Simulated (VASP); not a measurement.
Runs of VASP 6.6.1 on BN. The structure is that of space group F-43m (No. 216), or close to it. The cells are those of the table. 

```tsv
cell	gap on the mesh (eV)	pressure (GPa)
a = 2.411, b = 2.411, c = 2.461 Å, angles 59.3, 59.3, 61.4°, 2 atoms	(d)	79.7
a = 2.359 Å, angles 60.0°, 2 atoms	5.23	143.9
a = 2.669, b = 2.669, c = 2.564 Å, angles 61.3, 61.3, 57.4°, 2 atoms	(a)	-29.2
a = 2.411, b = 2.411, c = 2.359 Å, angles 60.7, 60.7, 58.6°, 2 atoms	4.72	109.7
a = 2.464, b = 2.464, c = 2.359 Å, angles 61.4, 61.4, 57.2°, 2 atoms	(b)	(c)
a = 2.769 Å, angles 60.0°, 2 atoms	4.63	-60.4
```

Alike in all rows: task single point; level r2SCAN; potentials or basis VASP PAW PBE potentials, release 64 (B, N); no spin polarisation; k mesh 12 × 12 × 12; cutoff (eV) 520; smearing gaussian 0.05 eV.

Task: Estimate the missing entries.

Result: (a) 4.20; (b) 4.27; (c) 80.8; (d) 4.28.

Caveats: the PAW data sets were made with another functional, which shifts forces and pressure a little.

A k mesh can miss the band edges.
